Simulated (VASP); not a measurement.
# La (P6_3/mmc) in VASP: a series of runs

La is run at these levels: PBEsol+U, r2SCAN; tasks: single point, band structure.

Program: VASP 6.6.1. These are calculated values, not measurements. Logs are shortened: lines on timing, memory, paths and dates and some standing lists are left out, and cuts for length are marked.

### 1 The cell of the first run

It takes space group P6_3/mmc (No. 194, hexagonal). Conventional cell: a = 3.750 Å, b = 3.750 Å, c = 6.070 Å, α = 90.00°, β = 90.00°, γ = 120.00°. La (site symmetry -6m2) has 12 La at 3.73 to 3.75 Å within 4.9 Å.

### 2 Single point, PBEsol+U

POSCAR

```
La
1.0
    3.7500000000      0.0000000000      0.0000000000
   -1.8750000000      3.2475952642      0.0000000000
    0.0000000000      0.0000000000      6.0700000000
La
2
Direct
    0.6666666667      0.3333333333      0.7500000000
    0.3333333333      0.6666666667      0.2500000000
```

INCAR.step1

```
SYSTEM = La
PREC     = Accurate       ! precision mode
ENCUT    = 520            ! plane-wave cutoff, eV
EDIFF    = 1E-6           ! SCF threshold, eV
ISMEAR   = -1             ! smearing method
SIGMA    = 0.05           ! smearing width, eV
LREAL    = .False.        ! projectors in reciprocal space
LASPH    = .True.         ! aspherical terms in the spheres
NELM     = 150            ! most SCF steps
ALGO     = Fast           ! electronic algorithm
ISIF     = 2              ! what is computed and relaxed
LWAVE    = .False.        ! write WAVECAR
LCHARG   = .True.         ! write CHGCAR
LMAXMIX  = 6              ! l up to which the mixer works
LDAU     = .True.         ! DFT+U
LDAUTYPE = 2            
LDAUL    = 3              ! shell
LDAUU    = 2              ! U, eV
LDAUJ    = 0            
LDAUPRINT= 1            
GGA      = PS             ! functional
NBANDS   = 18             ! bands
```

KPOINTS.step1

```
Automatic mesh
0
Gamma
  8 8 5
  0 0 0
```

INCAR.step2

```
SYSTEM = La
PREC     = Accurate       ! precision mode
ENCUT    = 520            ! plane-wave cutoff, eV
EDIFF    = 1E-6           ! SCF threshold, eV
ISMEAR   = -5             ! smearing method
SIGMA    = 0.05           ! smearing width, eV
LREAL    = .False.        ! projectors in reciprocal space
LASPH    = .True.         ! aspherical terms in the spheres
NELM     = 150            ! most SCF steps
ALGO     = Fast           ! electronic algorithm
ISIF     = 2              ! what is computed and relaxed
LWAVE    = .False.        ! write WAVECAR
LCHARG   = .False.        ! write CHGCAR
LMAXMIX  = 6              ! l up to which the mixer works
LDAU     = .True.         ! DFT+U
LDAUTYPE = 2            
LDAUL    = 3              ! shell
LDAUU    = 2              ! U, eV
LDAUJ    = 0            
LDAUPRINT= 1            
GGA      = PS             ! functional
LORBIT   = 11             ! projections on sites
NBANDS   = 18             ! bands
NEDOS    = 2001           ! points of the DOS
ICHARG   = 11             ! starting density
```

KPOINTS.step2

```
Automatic mesh
0
Gamma
  12 12 8
  0 0 0
```

Potentials or basis: VASP PAW PBE potentials, release 64 (La).

Run with:

```console
$ cat potpaw_PBE.64/La/POTCAR > POTCAR
$ cp INCAR.step1 INCAR
$ cp KPOINTS.step1 KPOINTS
$ mpirun -np 1 vasp_std > vasp.out
$ cp INCAR.step2 INCAR
$ cp KPOINTS.step2 KPOINTS
$ mpirun -np 1 vasp_std > vasp.out
```

OUTCAR:

```text
SYSTEM = La
   PREC = Accurate
   ENCUT = 520
   EDIFF = 1E-6
   ISMEAR = -5
   LREAL = .False.
   LASPH = .True.
   NELM = 150
   ISIF = 2
   GGA = PS
   LORBIT = 11
   ICHARG = 11

 ion  position               nearest neighbor table
   1  0.667  0.333  0.750-
   2  0.333  0.667  0.250-

  LATTYP: Found a hexagonal cell.
 ALAT       =     3.7500000000
 C/A-ratio  =     1.6186666667

  Lattice vectors:

 A1 = (   3.7500000000,   0.0000000000,   0.0000000000)
 A2 = (  -1.8750000000,   3.2475952642,   0.0000000000)
 A3 = (   0.0000000000,   0.0000000000,   6.0700000000)

Analysis of symmetry for initial positions (statically):
=====================================================================
 Subroutine PRICEL returns:
 Original cell was already a primitive cell.

 Routine SETGRP: Setting up the symmetry group for a
 hexagonal supercell.

 Subroutine GETGRP returns: Found 24 space group operations
 (whereof 12 operations were pure point group operations)
 out of a pool of 24 trial point group operations.

The static configuration has the point symmetry D_3d.
 The point group associated with its full space group is D_6h.

Analysis of symmetry for dynamics (positions and initial velocities):
=====================================================================
 Subroutine PRICEL returns:
 Original cell was already a primitive cell.

 Routine SETGRP: Setting up the symmetry group for a
 hexagonal supercell.

 Subroutine GETGRP returns: Found 24 space group operations
 (whereof 12 operations were pure point group operations)
 out of a pool of 24 trial point group operations.

The dynamic configuration has the point symmetry D_3d.
 The point group associated with its full space group is D_6h.

 Subroutine INISYM returns: Found 24 space group operations
 (whereof 12 operations are pure point group operations),
 and found     1 'primitive' translations

----------------------------------------------------------------------------------------

                                     Primitive cell

  volume of cell :      73.9234

  direct lattice vectors                    reciprocal lattice vectors
     3.750000000  0.000000000  0.000000000     0.266666667  0.153960072  0.000000000
    -1.875000000  3.247595264  0.000000000     0.000000000  0.307920144  0.000000000
     0.000000000  0.000000000  6.070000000     0.000000000  0.000000000  0.164744646

  length of vectors
     3.750000000  3.750000000  6.070000000     0.307920144  0.307920144  0.164744646

  position of ions in fractional coordinates (direct lattice)
     0.666666667  0.333333333  0.750000000
[... 159 lines left out ...]
  o =  0.0054  v =  0.0000  0.0000  0.0000  0.0000  0.0000  0.0000  0.0000 -1.0000 -0.0000 -0.0000 -0.0000 -0.0000  0.0000 -0.0000      0.0000  0.0000  0.0000  0.0000  0.0000  0.0000  0.0000  0.0000  0.0000  0.0000  0.0000  0.0000  0.0000  0.0000
  o =  0.0054  v = -1.0000 -0.0000 -0.0000 -0.0000 -0.0000  0.0000 -0.0000  0.0000  0.0000  0.0000  0.0000  0.0000  0.0000  0.0000      0.0000  0.0000  0.0000  0.0000  0.0000  0.0000  0.0000  0.0000  0.0000  0.0000  0.0000  0.0000  0.0000  0.0000
  o =  0.0056  v =  0.0000 -0.0000  0.0000 -1.0000 -0.0000 -0.0000  0.0000  0.0000  0.0000  0.0000  0.0000  0.0000  0.0000  0.0000      0.0000  0.0000  0.0000  0.0000  0.0000  0.0000  0.0000  0.0000  0.0000  0.0000  0.0000  0.0000  0.0000  0.0000
  o =  0.0056  v =  0.0000  0.0000  0.0000  0.0000  0.0000  0.0000  0.0000  0.0000 -0.0000  0.0000 -1.0000 -0.0000 -0.0000  0.0000      0.0000  0.0000  0.0000  0.0000  0.0000  0.0000  0.0000  0.0000  0.0000  0.0000  0.0000  0.0000  0.0000  0.0000

atom =   2  type =  1  l = 3

 onsite density matrix

spin component  1

  0.0054 -0.0000  0.0000  0.0000  0.0000 -0.0000 -0.0000
 -0.0000  0.0045 -0.0000 -0.0000 -0.0000 -0.0000 -0.0000
  0.0000 -0.0000  0.0019  0.0000 -0.0000  0.0000  0.0000
  0.0000 -0.0000  0.0000  0.0056  0.0000  0.0000 -0.0000
  0.0000 -0.0000 -0.0000  0.0000  0.0019 -0.0000  0.0000
 -0.0000 -0.0000  0.0000  0.0000 -0.0000  0.0045  0.0000
 -0.0000 -0.0000  0.0000 -0.0000  0.0000  0.0000  0.0014

spin component  2

  0.0054 -0.0000  0.0000  0.0000  0.0000 -0.0000 -0.0000
 -0.0000  0.0045 -0.0000 -0.0000 -0.0000 -0.0000 -0.0000
  0.0000 -0.0000  0.0019  0.0000 -0.0000  0.0000  0.0000
  0.0000 -0.0000  0.0000  0.0056  0.0000  0.0000 -0.0000
  0.0000 -0.0000 -0.0000  0.0000  0.0019 -0.0000  0.0000
 -0.0000 -0.0000  0.0000  0.0000 -0.0000  0.0045  0.0000
 -0.0000 -0.0000  0.0000 -0.0000  0.0000  0.0000  0.0014

 occupancies and eigenvectors

  o =  0.0014  v = -0.0000  0.0000  0.0000 -0.0000  0.0000 -0.0000 -1.0000  0.0000  0.0000  0.0000  0.0000  0.0000  0.0000  0.0000      0.0000  0.0000  0.0000  0.0000  0.0000  0.0000  0.0000  0.0000  0.0000  0.0000  0.0000  0.0000  0.0000  0.0000
  o =  0.0014  v =  0.0000  0.0000  0.0000  0.0000  0.0000  0.0000  0.0000 -0.0000  0.0000  0.0000 -0.0000  0.0000 -0.0000 -1.0000      0.0000  0.0000  0.0000  0.0000  0.0000  0.0000  0.0000  0.0000  0.0000  0.0000  0.0000  0.0000  0.0000  0.0000
  o =  0.0019  v = -0.0000  0.0000  0.0002  0.0000  1.0000  0.0000  0.0000  0.0000  0.0000  0.0000  0.0000  0.0000  0.0000  0.0000      0.0000  0.0000  0.0000  0.0000  0.0000  0.0000  0.0000  0.0000  0.0000  0.0000  0.0000  0.0000  0.0000  0.0000
  o =  0.0019  v =  0.0000  0.0000  0.0000  0.0000  0.0000  0.0000  0.0000 -0.0000  0.0000  0.0002  0.0000  1.0000  0.0000  0.0000      0.0000  0.0000  0.0000  0.0000  0.0000  0.0000  0.0000  0.0000  0.0000  0.0000  0.0000  0.0000  0.0000  0.0000
  o =  0.0019  v =  0.0000  0.0000  0.0000  0.0000  0.0000  0.0000  0.0000  0.0000 -0.0000 -1.0000  0.0000  0.0002  0.0000  0.0000      0.0000  0.0000  0.0000  0.0000  0.0000  0.0000  0.0000  0.0000  0.0000  0.0000  0.0000  0.0000  0.0000  0.0000
  o =  0.0019  v =  0.0000 -0.0000 -1.0000  0.0000  0.0002  0.0000  0.0000  0.0000  0.0000  0.0000  0.0000  0.0000  0.0000  0.0000      0.0000  0.0000  0.0000  0.0000  0.0000  0.0000  0.0000  0.0000  0.0000  0.0000  0.0000  0.0000  0.0000  0.0000
  o =  0.0045  v =  0.0000  0.0398  0.0000 -0.0000 -0.0000  0.9992 -0.0000  0.0000  0.0000  0.0000  0.0000  0.0000  0.0000  0.0000      0.0000  0.0000  0.0000  0.0000  0.0000  0.0000  0.0000  0.0000  0.0000  0.0000  0.0000  0.0000  0.0000  0.0000
  o =  0.0045  v =  0.0000  0.0000  0.0000  0.0000  0.0000  0.0000  0.0000  0.0000  0.0398  0.0000 -0.0000 -0.0000  0.9992 -0.0000      0.0000  0.0000  0.0000  0.0000  0.0000  0.0000  0.0000  0.0000  0.0000  0.0000  0.0000  0.0000  0.0000  0.0000
  o =  0.0045  v = -0.0000 -0.9992  0.0000 -0.0000  0.0000  0.0398 -0.0000  0.0000  0.0000  0.0000  0.0000  0.0000  0.0000  0.0000      0.0000  0.0000  0.0000  0.0000  0.0000  0.0000  0.0000  0.0000  0.0000  0.0000  0.0000  0.0000  0.0000  0.0000
  o =  0.0045  v =  0.0000  0.0000  0.0000  0.0000  0.0000  0.0000  0.0000 -0.0000 -0.9992  0.0000 -0.0000  0.0000  0.0398 -0.0000      0.0000  0.0000  0.0000  0.0000  0.0000  0.0000  0.0000  0.0000  0.0000  0.0000  0.0000  0.0000  0.0000  0.0000
  o =  0.0054  v =  0.0000  0.0000  0.0000  0.0000  0.0000  0.0000  0.0000 -1.0000  0.0000 -0.0000  0.0000 -0.0000  0.0000  0.0000      0.0000  0.0000  0.0000  0.0000  0.0000  0.0000  0.0000  0.0000  0.0000  0.0000  0.0000  0.0000  0.0000  0.0000
  o =  0.0054  v = -1.0000  0.0000 -0.0000  0.0000 -0.0000  0.0000  0.0000  0.0000  0.0000  0.0000  0.0000  0.0000  0.0000  0.0000      0.0000  0.0000  0.0000  0.0000  0.0000  0.0000  0.0000  0.0000  0.0000  0.0000  0.0000  0.0000  0.0000  0.0000
  o =  0.0056  v =  0.0000 -0.0000  0.0000  1.0000 -0.0000  0.0000  0.0000  0.0000  0.0000  0.0000  0.0000  0.0000  0.0000  0.0000      0.0000  0.0000  0.0000  0.0000  0.0000  0.0000  0.0000  0.0000  0.0000  0.0000  0.0000  0.0000  0.0000  0.0000
  o =  0.0056  v =  0.0000  0.0000  0.0000  0.0000  0.0000  0.0000  0.0000  0.0000 -0.0000  0.0000  1.0000 -0.0000  0.0000  0.0000      0.0000  0.0000  0.0000  0.0000  0.0000  0.0000  0.0000  0.0000  0.0000  0.0000  0.0000  0.0000  0.0000  0.0000

 number of electron      21.9999996 magnetization

 Free energy of the ion-electron system (eV)
  ---------------------------------------------------
  ext. energy  EPLUGINS =         0.00000000
  ---------------------------------------------------
  free energy    TOTEN  =       -10.46660315 eV

  energy without entropy =      -10.46660315  energy(sigma->0) =      -10.46660315

 E-fermi :   7.8001     XC(G=0):  -9.7087

 val. band max:        7.8640047196   @ k =   0.1667   0.1667   0.5000
 cond. band min:       7.6668676710   @ k =   0.1667   0.1667   0.2500
 fundamental gap:     -0.1971370485
 Fermi energy:         7.8000568251

 k-point     1 :       0.0000    0.0000    0.0000
  band No.  band energies     occupation
      1     -25.1484      2.00000
      2     -24.9429      2.00000
      3      -9.4679      2.00000
      4      -8.2483      2.00000
      5      -8.2483      2.00000
      6      -8.0598      2.00000
[... 481 lines left out ...]
      5      -8.8635      2.00000
      6      -8.4816      2.00000
[... 10 lines left out ...]
     17      10.2669      0.00000
     18      10.3549      0.00000

 [... further k-points ...]

------------------------ aborting loop because EDIFF is reached ----------------------------------------

  FORCE on cell =-STRESS in cart. coord.  units (eV):
  Direction    XX          YY          ZZ          XY          YZ          ZX
  --------------------------------------------------------------------------------------
  -------------------------------------------------------------------------------------
  Total       -0.4482055     -0.4482055     -0.5063283      0.0000000     -0.0000000      0.0000000
  in kB       -9.7141753     -9.7141753    -10.9738972      0.0000000     -0.0000000      0.0000000
  external PRESSURE =     -10.1340826 kB  Pullay stress =       0.0000000 kB

 VOLUME and BASIS-vectors are now :
 -----------------------------------------------------------------------------
  energy-cutoff  :      520.00
  volume of cell :       73.92
      direct lattice vectors                 reciprocal lattice vectors
     3.750000000  0.000000000  0.000000000     0.266666667  0.153960072  0.000000000
    -1.875000000  3.247595264  0.000000000     0.000000000  0.307920144  0.000000000
     0.000000000  0.000000000  6.070000000     0.000000000  0.000000000  0.164744646

 POSITION                                       TOTAL-FORCE (eV/Angst)
 -----------------------------------------------------------------------------------
      1.87500      1.08253      4.55250        -0.000000      0.000000      0.000000
     -0.00000      2.16506      1.51750         0.000000     -0.000000      0.000000
 -----------------------------------------------------------------------------------
    total drift:                                0.000000     -0.000000      0.000000

  FREE ENERGIE OF THE ION-ELECTRON SYSTEM (eV)
  ---------------------------------------------------
  free  energy   TOTEN  =       -10.4666031497 eV

  energy  without entropy=      -10.4666031497  energy(sigma->0) =      -10.46660315

 total charge

# of ion       s       p       d       f       tot
--------------------------------------------------
    1        2.102   5.541   0.898   0.049   8.590
    2        2.102   5.541   0.898   0.049   8.590
--------------------------------------------------
tot          4.203  11.082   1.795   0.099  17.180
```

Wall time 6.8 min (1 thread of Intel Xeon Platinum 8488C (Sapphire Rapids), shared host); peak memory 0.28 GiB.

What came out:

| Quantity | Value |
| --- | --- |
| Valence electrons inside the program's atomic spheres | La 8.59 |

Levels at points of the mesh, in eV from the Fermi level:
| k point | band 8 | band 9 | band 10 | band 11 | band 12 | band 13 | band 14 | band 15 |
| --- | --- | --- | --- | --- | --- | --- | --- | --- |
| (0.00, 0.00, 0.00) | -15.83 | -3.28 | -1.83 | 1.28 | 1.34 | 1.34 | 1.90 | 1.90 |
| (0.50, 0.00, 0.00) | -16.03 | -1.66 | -1.23 | -1.18 | 1.19 | 1.29 | 1.43 | 2.16 |
| (0.00, 0.00, 0.50) | -15.96 | -1.95 | -1.95 | 0.69 | 0.69 | 1.34 | 1.34 | 1.34 |
| (0.50, 0.00, 0.50) | -16.20 | -1.72 | -1.72 | -0.42 | -0.42 | 2.08 | 2.08 | 2.21 |

Eigenvalues of the final occupation matrices:
```
    site  spin  trace                         eigenvalues
site 1 f     1   0.03  0.00 0.00 0.00 0.00 0.00 0.01 0.01
site 1 f     2   0.03  0.00 0.00 0.00 0.00 0.00 0.01 0.01
site 2 f     1   0.03  0.00 0.00 0.00 0.00 0.00 0.01 0.01
site 2 f     2   0.03  0.00 0.00 0.00 0.00 0.00 0.01 0.01
```

Caveat: the PAW data sets were made with another functional, which shifts forces and pressure a little; spin-orbit coupling is left out, which moves the levels of the heavy elements; U without spin polarisation on a metal has little footing; the U is typed as a test and isn't derived for this compound; tetrahedron occupations give inexact forces and stress in metals.

(Part 1 of 3 ends here.)
